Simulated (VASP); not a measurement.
# Ag (Fm-3m) in VASP: vibrations by perturbation theory with PBEsol

Aim: the vibrations by perturbation theory of Ag with PBEsol.

Program: VASP 6.6.1. These are calculated values, not measurements. Logs are shortened: lines on timing, memory, paths and dates and some standing lists are left out, and cuts for length are marked.

### Step 1. The cell of the first run

The structure is cubic, space group Fm-3m (No. 225). Conventional cell: a = 4.086 Å, b = 4.086 Å, c = 4.086 Å, α = 90.00°, β = 90.00°, γ = 90.00°. Within 3.8 Å of Ag (site symmetry m-3m) lie 12 Ag at 2.89 Å.

### Step 2. Vibrations by perturbation theory, PBEsol

File INCAR:

```
  ALGO = Normal
  EDIFF = 1E-8
  ENCUT = 520
  GGA = PS
  IBRION = 8
  ISIF = 2
  ISMEAR = 0
  LASPH = T
  LCHARG = T
  LREAL = F
  LWAVE = F
  NELM = 60
  NSW = 1
  PREC = Accurate
  SIGMA = 0.15
```

File KPOINTS:

```
k-points
0
Gamma
  16 16 12
```

File POSCAR:

```
Ag
1.0
    0.0000000000     -2.0431000000     -2.0431000000
    0.0000000000      2.0431000000     -2.0431000000
    4.0862000000      0.0000000000      0.0000000000
Ag
2
Direct
    0.5000000000      0.5000000000      0.5000000000
    0.0000000000      0.0000000000      0.0000000000
```

Potentials or basis: VASP PAW PBE potentials, release 64 (Ag).

The run is started by

```
> cat potpaw_PBE.64/Ag/POTCAR > POTCAR
> mpirun -np 1 vasp_std > vasp.out
```

OUTCAR:

```text
EDIFF = 1E-8
   ENCUT = 520
   GGA = PS
   IBRION = 8
   ISIF = 2
   ISMEAR = 0
   LASPH = T
   LREAL = F
   NELM = 60
   NSW = 1
   PREC = Accurate

 ion  position               nearest neighbor table
   1  0.500  0.500  0.500-   2 2.89   2 2.89   2 2.89   2 2.89   2 2.89   2 2.89   2 2.89   2 2.89

   2  0.000  0.000  0.000-   1 2.89   1 2.89   1 2.89   1 2.89   1 2.89   1 2.89   1 2.89   1 2.89

  LATTYP: Found a simple tetragonal cell.
 ALAT       =     2.8893797293
 C/A-ratio  =     1.4142135624

  Lattice vectors:

 A1 = (   0.0000000000,  -2.0431000000,  -2.0431000000)
 A2 = (   0.0000000000,   2.0431000000,  -2.0431000000)
 A3 = (   4.0862000000,   0.0000000000,   0.0000000000)

Analysis of symmetry for initial positions (statically):
=====================================================================
 Subroutine PRICEL returns following result:

  LATTYP: Found a face centered cubic cell.
 ALAT       =     4.0862000000

  Lattice vectors:

 A1 = (  -2.0431000000,   0.0000000000,   2.0431000000)
 A2 = (  -2.0431000000,  -2.0431000000,   0.0000000000)
 A3 = (   0.0000000000,  -2.0431000000,   2.0431000000)

   2 primitive cells build up your supercell.

 Routine SETGRP: Setting up the symmetry group for a
 simple tetragonal supercell.

 Subroutine GETGRP returns: Found 16 space group operations
 (whereof 16 operations were pure point group operations)
 out of a pool of 16 trial point group operations.

The static configuration has the point symmetry D_4h.

Analysis of symmetry for dynamics (positions and initial velocities):
=====================================================================
 Subroutine PRICEL returns following result:

  LATTYP: Found a face centered cubic cell.
 ALAT       =     4.0862000000

  Lattice vectors:

 A1 = (  -2.0431000000,   0.0000000000,   2.0431000000)
 A2 = (  -2.0431000000,  -2.0431000000,   0.0000000000)
 A3 = (   0.0000000000,  -2.0431000000,   2.0431000000)

   2 primitive cells build up your supercell.

 Routine SETGRP: Setting up the symmetry group for a
 simple tetragonal supercell.

 Subroutine GETGRP returns: Found 16 space group operations
 (whereof 16 operations were pure point group operations)
 out of a pool of 16 trial point group operations.

The dynamic configuration has the point symmetry D_4h.

 Subroutine INISYM returns: Found 16 space group operations
 (whereof 16 operations are pure point group operations),
 and found     2 'primitive' translations

----------------------------------------------------------------------------------------

                                     Primitive cell

  volume of cell :      17.0569

  direct lattice vectors                    reciprocal lattice vectors
    -2.043100000  0.000000000  2.043100000    -0.244726151  0.244726151  0.244726151
    -2.043100000 -2.043100000  0.000000000    -0.244726151 -0.244726151 -0.244726151
     0.000000000 -2.043100000  2.043100000     0.244726151 -0.244726151  0.244726151

  length of vectors
     2.889379729  2.889379729  2.889379729     0.423878128  0.423878128  0.423878128

  position of ions in fractional coordinates (direct lattice)
     0.000000000  0.000000000  0.000000000

  ion indices of the primitive-cell ions
   primitive index   ion index
                 1           1

----------------------------------------------------------------------------------------

 KPOINTS: k-points

Automatic generation of k-mesh.
 Grid dimensions read from file:
 generate k-points for:   16   16   12

 Generating k-lattice:

  Cartesian coordinates                     Fractional coordinates (reciprocal lattice)
     0.000000000 -0.015295384 -0.015295384     0.062500000  0.000000000  0.000000000
     0.000000000  0.015295384 -0.015295384     0.000000000  0.062500000  0.000000000
     0.020393846  0.000000000  0.000000000     0.000000000  0.000000000  0.083333333

  Length of vectors
     0.021630940  0.021630940  0.020393846

  Shift w.r.t. Gamma in fractional coordinates (k-lattice)
     0.000000000  0.000000000  0.000000000

 Subroutine IBZKPT returns following result:
[... 50 lines left out ...]
   LREAL  =      F    real-space projection
   EDIFFG = 0.1E-06   stopping-criterion for IOM
   NSW    =      1    number of steps for IOM
   IBRION =      8    ionic relax: 0-MD 1-quasi-New 2-CG
   NFREE  =      0    steps in history (QN), initial steepest desc. (CG)
   ISIF   =      2    stress and relaxation
   ISYM   =      2    0-nonsym 1-usesym 2-fastsym
   POTIM  = 0.5000    time-step for ionic-motion
   TEBEG  =    0.0;   TEEND  =   0.0 temperature during run
   PSTRESS=    0.0 pullay stress
   NELECT =      22.0000    total number of electrons
   NUPDOWN=      -1.0000    fix difference up-down
   EMIN   =  10.00;   EMAX   =-10.00  energy-range for DOS
   EFERMI =   0.00;   METHOD = LEGACY
   ISMEAR =     0;   SIGMA  =   0.15  broadening in eV -4-tet -1-fermi 0-gaus
   EFERMI_NEDOS =   21; number of points for ismear=-14 and -15
   IALGO  =     38    algorithm
   IMIX   =      4    mixing-type and parameters
     AMIX     =   0.40;   BMIX     =  1.00
     AMIX_MAG =   1.60;   BMIX_MAG =  1.00
  volume/ion in A,a.u.               =      17.06       115.11
  Fermi-wavevector in a.u.,A,eV,Ry     =   1.414402  2.672832 27.218893  2.000532
  Thomas-Fermi vector in A             =   2.535948
   LORBIT       =      0    0 simple, 1 ext, 2 COOP (PROOUT), +10 PAW based schemes
   GGA     = PS    functional components
   LHFCALC =     F    Hartree Fock is set to
   AEXX    =    0.0000 exact exchange contribution
   IVDW    =     0    specifies the selected vdW correction
   LEPSILON=     F    determine dielectric tensor
   LRPA    =     F    only Hartree local field effects (RPA)
 non-spin polarized calculation
 Gauss-broadening in eV      SIGMA  =   0.15
  energy-cutoff  :      520.00
  volume of cell :       34.11
 maximum number of plane-waves:       936
 NGX is ok and might be reduce to    24
   NGX = 11   NGY = 11   NGZ = 15

--------------------------------------- Ionic step        1  -------------------------------------------

 number of electron      21.9999993 magnetization

 Free energy of the ion-electron system (eV)
  ---------------------------------------------------
  ext. energy  EPLUGINS =         0.00000000
  ---------------------------------------------------
  free energy    TOTEN  =        -6.61535837 eV

  energy without entropy =       -6.61003356  energy(sigma->0) =       -6.61269596

 E-fermi :   8.2274     XC(G=0): -12.4099

 val. band max:        8.2234189896   @ k =   0.3125   0.3125   0.4167
 cond. band min:       8.2665312945   @ k =   0.0000   0.0000   0.1667
 fundamental gap:      0.0431123049
 Fermi energy:         8.2273614837

 k-point     1 :       0.0000    0.0000    0.0000
  band No.  band energies     occupation
      1       0.3986      2.00000
      2       1.8036      2.00000
      3       1.9489      2.00000
      4       3.4563      2.00000
      5       3.4563      2.00000
      6       3.4577      2.00000
      7       4.5026      2.00000
      8       4.5030      2.00000
      9       5.2718      2.00000
     10       5.5090      2.00000
     11       5.5090      2.00000
     12       9.7673      0.00000
     13      14.9384      0.00000
     14      18.8256      0.00000
[... 401 lines left out ...]
      2       2.8652      2.00000
      3       3.0072      2.00000
      4       3.0072      2.00000
      5       3.2120      2.00000
      6       3.2120      2.00000
      7       4.5316      2.00000
      8       4.5316      2.00000
      9       4.7303      2.00000
     10       4.7303      2.00000
     11       7.8666      1.99933
     12       7.8666      1.99933
     13      17.6568      0.00000
     14      17.6568      0.00000
     15      17.6642      0.00000

 [... further k-points ...]

------------------------ aborting loop because EDIFF is reached ----------------------------------------

  FORCE on cell =-STRESS in cart. coord.  units (eV):
  Direction    XX          YY          ZZ          XY          YZ          ZX
  --------------------------------------------------------------------------------------
  -------------------------------------------------------------------------------------
  Total       -0.6629790     -0.5789558     -0.5789558     -0.0000000      0.0000000      0.0000000
  in kB      -31.1373397    -27.1911205    -27.1911205     -0.0000000      0.0000000      0.0000000
  external PRESSURE =     -28.5065269 kB  Pullay stress =       0.0000000 kB

 VOLUME and BASIS-vectors are now :
 -----------------------------------------------------------------------------
  energy-cutoff  :      520.00
  volume of cell :       34.11
      direct lattice vectors                 reciprocal lattice vectors
     0.000000000 -2.043100000 -2.043100000     0.000000000 -0.244726151 -0.244726151
     0.000000000  2.043100000 -2.043100000     0.000000000  0.244726151 -0.244726151
     4.086200000  0.000000000  0.000000000     0.244726151  0.000000000  0.000000000

 POSITION                                       TOTAL-FORCE (eV/Angst)
 -----------------------------------------------------------------------------------
      2.04310      0.00000     -2.04310        -0.000000     -0.000000      0.000000
      0.00000      0.00000      0.00000         0.000000      0.000000     -0.000000
 -----------------------------------------------------------------------------------
    total drift:                               -0.000000      0.000000     -0.000000

  FREE ENERGIE OF THE ION-ELECTRON SYSTEM (eV)
  ---------------------------------------------------
  free  energy   TOTEN  =        -6.6153583662 eV

  energy  without entropy=       -6.6100335578  energy(sigma->0) =       -6.61269596

[... ionic steps 2 to 3 ...]

--------------------------------------- Ionic step        4  -------------------------------------------

------------------------ aborting loop because EDIFF is reached ----------------------------------------

--------------------------------------- Ionic step        5  -------------------------------------------

 Free energy of the ion-electron system (eV)
  ---------------------------------------------------
  ---------------------------------------------------
  free energy    TOTEN  =        -0.28877051 eV

  energy without entropy =       -0.28877051

------------------------ aborting loop because EDIFF is reached ----------------------------------------

 INTERNAL STRAIN TENSOR  FOR ION    1  DIRECTION 2   (eV/Angst):
 -----------------------------------------------------------------------------
    -0.00391  0.00000  0.00000
     0.00000  0.00301  0.00000
     0.00000  0.00000 -0.00232

 INTERNAL STRAIN TENSOR FOR ION    2 for displacements in x,y,z  (eV/Angst):
          X           Y           Z          XY          YZ          ZX
  --------------------------------------------------------------------------------
  x     0.00000     0.00000     0.00000     0.00000     0.00000     0.00000
  y     0.00000     0.00000     0.00000     0.00000     0.00000     0.00000
  z     0.00000     0.00000     0.00000     0.00000     0.00000     0.00000

 SECOND DERIVATIVES (NOT SYMMETRIZED)
 ------------------------------------
               1X          1Y          1Z          2X          2Y          2Z
  1X    -5.252397    0.000000    0.000000    5.252397   -0.000000   -0.000000
  1Y     0.000000   -2.428219    0.000000    0.000000    2.428219    0.000000
  1Z     0.000000    0.000000   -2.428219    0.000000    0.000000    2.428219
  2X     5.252397   -0.000000   -0.000000   -5.252397    0.000000    0.000000
  2Y     0.000000    2.428219    0.000000    0.000000   -2.428219    0.000000
  2Z     0.000000    0.000000    2.428219    0.000000    0.000000   -2.428219

 Eigenvectors and eigenvalues of the dynamical matrix
 ----------------------------------------------------

   1 f  =    4.878633 THz    30.653356 2PiTHz  162.733686 cm-1    20.176397 meV
             X         Y         Z           dx          dy          dz
      2.043100  0.000000 -2.043100     0.707107   -0.000000    0.000000
      0.000000  0.000000  0.000000    -0.707107    0.000000    0.000000
[... 16 lines left out ...]
   5 f  =    0.000000 THz     0.000000 2PiTHz    0.000000 cm-1     0.000000 meV
             X         Y         Z           dx          dy          dz
      2.043100  0.000000 -2.043100    -0.000000    0.000000    0.707107
      0.000000  0.000000  0.000000     0.000000    0.000000    0.707107

   6 f/i=    0.000000 THz     0.000000 2PiTHz    0.000000 cm-1     0.000000 meV
             X         Y         Z           dx          dy          dz
      2.043100  0.000000 -2.043100    -0.707107   -0.000000   -0.000000
      0.000000  0.000000  0.000000    -0.707107   -0.000000    0.000000

--------------------------------------------------------------------------------------------------------

 ELASTIC MODULI CONTR FROM IONIC RELAXATION (kBar)
 Direction    XX          YY          ZZ          XY          YZ          ZX
 --------------------------------------------------------------------------------
 XX           0.0000      0.0000      0.0000      0.0000      0.0000      0.0000
 YY           0.0000      0.0000      0.0000      0.0000      0.0000      0.0000
 ZZ           0.0000      0.0000      0.0000      0.0000      0.0000      0.0000
 XY           0.0000      0.0000      0.0000      0.0000      0.0000      0.0000
 YZ           0.0000      0.0000      0.0000      0.0000      0.0000      0.0000
 ZX           0.0000      0.0000      0.0000      0.0000      0.0000      0.0000
 --------------------------------------------------------------------------------
```

Run time: 3.8 min. Hardware: 1 thread of Intel Xeon 6975P-C (Granite Rapids), shared host; peak memory 0.57 GiB.

What came out:

| Property | Result |
| --- | --- |
| Highest phonon frequency at Γ | 163 cm⁻¹ |

Phonon frequencies in cm⁻¹ (negative: imaginary):
| q point | frequencies |
| --- | --- |
| (0.000, 0.000, 0.000) | 0 0 0 111 111 163 |

Caveat: the cell stands under pressure or tension, which shifts response properties; the PAW data sets were made with another functional, which shifts forces and pressure a little.
